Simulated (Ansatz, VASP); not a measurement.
# Two plane-wave programs on Ga3As2P

```
CELL_PARAMETERS angstrom
4.00495 0.00000 0.00000
-2.00247 3.46838 0.00000
0.00000 0.00000 9.81517
ATOMIC_POSITIONS crystal
Ga 0.00000 0.00000 0.99342
Ga 0.33333 0.66667 0.67337
Ga 0.66667 0.33333 0.33351
P 0.33333 0.66667 0.91667
As 0.66667 0.33333 0.58627
As 0.00000 0.00000 0.24676
```

Alike in both runs: functional PBE; k mesh 12 × 12 × 4; occupations gaussian, width 0.02 eV; no spin polarisation.

Ansatz relaxed the structure, and its values are those at the end. VASP's run is a single point on that final structure, the one shown.

```csv
,VASP,Ansatz
version,VASP 6.6.1,Ansatz 0.2.0
potentials or method,"VASP PAW PBE potentials, release 64 (Ga_d, P, As), cutoff 520 eV","scalar-relativistic, plane waves, PAW"
valence electrons in the cell,54,74
```

```csv
,VASP,Ansatz,Ansatz less VASP
gap on the k mesh at the Fermi level (eV),0.52,0.52,+0.001
least direct gap on the mesh (eV),0.52,0.52,+0.001
pressure (GPa),0.1,0.0,-0.10
rms of the force components (eV/Å),0.004,0.002,-0.0023
```

VASP's potentials hold 54 valence electrons a cell and Ansatz's 74, so a difference there can come from the potentials and not from the codes.
